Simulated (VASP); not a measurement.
# BaTiO3 (P4mm) in VASP: a series of runs, part 2 of 2

VASP 6.6.1. The steps go on from the part before.

**5. Single point, r2SCAN (strain -0.030 along x and y, -0.015 along z)**

Input file POSCAR:

```
BaTiO3
1.0
    3.8531472937      0.0000000000      0.0000000000
    0.0000000000      3.8531472937      0.0000000000
    0.0000000000      0.0000000000      4.0506968294
Ba Ti O
1 1 3
Direct
    0.0000000000      0.0000000000      0.9926109041
    0.5000000000      0.5000000000      0.4745255187
    0.5000000000      0.5000000000      0.0315737051
    0.5000000000      0.0000000000      0.5146449361
    0.0000000000      0.5000000000      0.5146449361
```

Input file INCAR.step1:

```
SYSTEM = BaTiO3
ALGO = Normal ; EDIFF = 1E-4
ENCUT = 520 ; GGA = PE
ISMEAR = 0 ; LASPH = .TRUE.
LCHARG = .FALSE. ; LREAL = .FALSE.
LWAVE = .TRUE. ; NBANDS = 28
NELM = 100 ; PREC = Accurate
SIGMA = 0.05
```

Input file INCAR.step2:

```
SYSTEM = BaTiO3
ALGO = Normal ; EDIFF = 1E-6
ENCUT = 520 ; ISIF = 2
ISMEAR = 0 ; ISTART = 1
LASPH = .TRUE. ; LCHARG = .FALSE.
LMIXTAU = .TRUE. ; LREAL = .FALSE.
LWAVE = .FALSE. ; METAGGA = R2SCAN
NBANDS = 28 ; NELM = 100
PREC = Accurate ; SIGMA = 0.05
```

Input file KPOINTS:

```
k-points
0
G
  8 8 8
  0 0 0
```

Potentials or basis: VASP PAW PBE potentials, release 64 (Ba_sv, Ti_sv, O).

Launch:

```sh
cat potpaw_PBE.64/Ba_sv/POTCAR potpaw_PBE.64/Ti_sv/POTCAR potpaw_PBE.64/O/POTCAR > POTCAR
cp INCAR.step1 INCAR
mpirun -np 1 vasp_std > vasp.out
cp INCAR.step2 INCAR
mpirun -np 1 vasp_std > vasp.out
```

OUTCAR:

```text
SYSTEM = BaTiO3
   EDIFF = 1E-6
   ENCUT = 520
   ISIF = 2
   ISMEAR = 0
   ISTART = 1
   LASPH = .TRUE.
   LREAL = .FALSE.
   METAGGA = R2SCAN
   NELM = 100
   PREC = Accurate

 ion  position               nearest neighbor table
   1  0.000  0.000  0.993-   3 2.73   3 2.73   3 2.73   3 2.73   5 2.73   5 2.73   4 2.73   4 2.73
                             4 2.86   5 2.86   5 2.86   4 2.86   2 3.35   2 3.35   2 3.35   2 3.35
   2  0.500  0.500  0.475-   3 1.79   4 1.93   5 1.93   4 1.93   5 1.93   3 2.26   1 3.35   1 3.35
                             1 3.35   1 3.35   1 3.44   1 3.44   1 3.44   1 3.44
   3  0.500  0.500  0.032-   2 1.79   2 2.26   1 2.73   1 2.73   1 2.73   1 2.73
   4  0.500  0.000  0.515-   2 1.93   2 1.93   1 2.73   1 2.73   1 2.86   1 2.86
   5  0.000  0.500  0.515-   2 1.93   2 1.93   1 2.73   1 2.73   1 2.86   1 2.86

  LATTYP: Found a simple tetragonal cell.
 ALAT       =     3.8531472937
 C/A-ratio  =     1.0512696559

  Lattice vectors:

 A1 = (   3.8531472937,   0.0000000000,   0.0000000000)
 A2 = (   0.0000000000,   3.8531472937,   0.0000000000)
 A3 = (   0.0000000000,   0.0000000000,   4.0506968294)

[... 182 lines left out ...]

 val. band max:        4.2349990429   @ k =   0.5000   0.5000   0.5000
 cond. band min:       6.6172736212   @ k =   0.0000   0.0000   0.0000
 fundamental gap:      2.3822745783
 Fermi energy:         4.5874304570

 k-point     1 :       0.0000    0.0000    0.0000
  band No.  band energies     occupation
      1     -54.2377      2.00000
      2     -29.5629      2.00000
      3     -29.4473      2.00000
      4     -29.4473      2.00000
      5     -21.3588      2.00000
      6     -13.9530      2.00000
[... 733 lines left out ...]
     27      13.0735      0.00000
     28      13.8618      0.00000

 [... further k-points ...]

------------------------ aborting loop because EDIFF is reached ----------------------------------------

  FORCE on cell =-STRESS in cart. coord.  units (eV):
  Direction    XX          YY          ZZ          XY          YZ          ZX
  --------------------------------------------------------------------------------------
  -------------------------------------------------------------------------------------
  Total        7.4470993      7.4470993      5.7948461      0.0000000      0.0000000      0.0000000
  in kB      198.3977612    198.3977612    154.3801739      0.0000000      0.0000000      0.0000000
  external PRESSURE =     183.7252321 kB  Pullay stress =       0.0000000 kB

 VOLUME and BASIS-vectors are now :
 -----------------------------------------------------------------------------
  energy-cutoff  :      520.00
  volume of cell :       60.14
      direct lattice vectors                 reciprocal lattice vectors
     3.853147294  0.000000000  0.000000000     0.259528101  0.000000000  0.000000000
     0.000000000  3.853147294  0.000000000     0.000000000  0.259528101  0.000000000
     0.000000000  0.000000000  4.050696829     0.000000000  0.000000000  0.246871104

 POSITION                                       TOTAL-FORCE (eV/Angst)
 -----------------------------------------------------------------------------------
      0.00000      0.00000      4.02077        -0.000000      0.000000      0.096065
      1.92657      1.92657      1.92216         0.000000     -0.000000      0.642768
      1.92657      1.92657      0.12790         0.000000      0.000000     -0.873593
      1.92657      0.00000      2.08467         0.000000      0.000000      0.067380
      0.00000      1.92657      2.08467         0.000000      0.000000      0.067380
 -----------------------------------------------------------------------------------
    total drift:                                0.000000      0.000000     -0.014237

  FREE ENERGIE OF THE ION-ELECTRON SYSTEM (eV)
  ---------------------------------------------------
  free  energy   TOTEN  =       -73.9609420438 eV

  energy  without entropy=      -73.9609420438  energy(sigma->0) =      -73.96094204
```

It took 4.1 min on 1 thread of Intel Xeon 6975P-C (Granite Rapids), shared host; peak memory 0.26 GiB.

What came out:

```yaml
Free_energy: -73.9609 eV
Pressure: 18.4 GPa
Largest_force: 0.874 eV/Å
Band_gap_on_the_k_mesh: 2.38 eV (least direct gap 2.89 eV)
```

Forces on the atoms (eV/Å):
```
Ba   0.000  0.000  0.096
Ti   0.000  0.000  0.643
O    0.000  0.000 -0.874
O    0.000  0.000  0.067
O    0.000  0.000  0.067
```

Levels at points of the mesh, in eV from the valence-band top:
| k point | band 18 | band 19 | band 20 | band 21 | band 22 | band 23 |
| --- | --- | --- | --- | --- | --- | --- |
| (0.00, 0.00, 0.00) | -0.73 | -0.50 | -0.50 | 2.38 | 2.88 | 2.88 |
| (0.50, 0.00, 0.00) | -1.87 | -1.47 | -1.27 | 3.02 | 4.34 | 4.42 |
| (0.50, 0.50, 0.00) | -1.02 | -1.02 | -0.07 | 4.46 | 4.46 | 4.90 |
| (0.00, 0.00, 0.50) | -2.14 | -0.77 | -0.77 | 2.54 | 4.22 | 4.22 |
| (0.50, 0.00, 0.50) | -1.15 | -1.09 | -0.51 | 4.24 | 4.39 | 4.65 |
| (0.50, 0.50, 0.50) | -0.41 | -0.41 | 0.00 | 4.96 | 4.96 | 5.13 |

Caveat: the cell differs from its parent crystal (strain -0.030 along x and y, -0.015 along z); the cell stands under pressure; the PAW data sets were made with another functional, which shifts forces and pressure a little; spin-orbit coupling is left out, which moves the levels of the heavy elements.

**6. The runs side by side**

| cell | gap on the mesh (eV) | pressure (GPa) | largest force (eV/Å) |
| --- | --- | --- | --- |
| a = 4.091, b = 4.091, c = 3.989 Å, 5 atoms | 2.16 | -2.2 | 0.95 |
| a = 4.091, b = 4.091, c = 4.112 Å, 5 atoms | 2.07 | -7.3 | 0.08 |
| a = 3.853, b = 3.853, c = 3.989 Å, 5 atoms | 2.42 | 22.2 | 1.41 |
| a = 3.853, b = 3.853, c = 4.051 Å, 5 atoms | 2.38 | 18.4 | 0.87 |

Alike in all rows: task single point; level r2SCAN; potentials or basis VASP PAW PBE potentials, release 64 (Ba_sv, Ti_sv, O); no spin polarisation; k mesh 8 × 8 × 8; cutoff (eV) 520; smearing gaussian 0.05 eV.

Caveats: the PAW data sets were made with another functional, which shifts forces and pressure a little; spin-orbit coupling is left out, which moves the levels of the heavy elements; the cell stands under pressure (at least some runs); the stress differs along the axes, from -6 to 6 GPa (at least some runs); the stress differs along the axes, from -9 to -4 GPa (at least some runs).

Absolute energies hang on the potentials; compare differences alone.
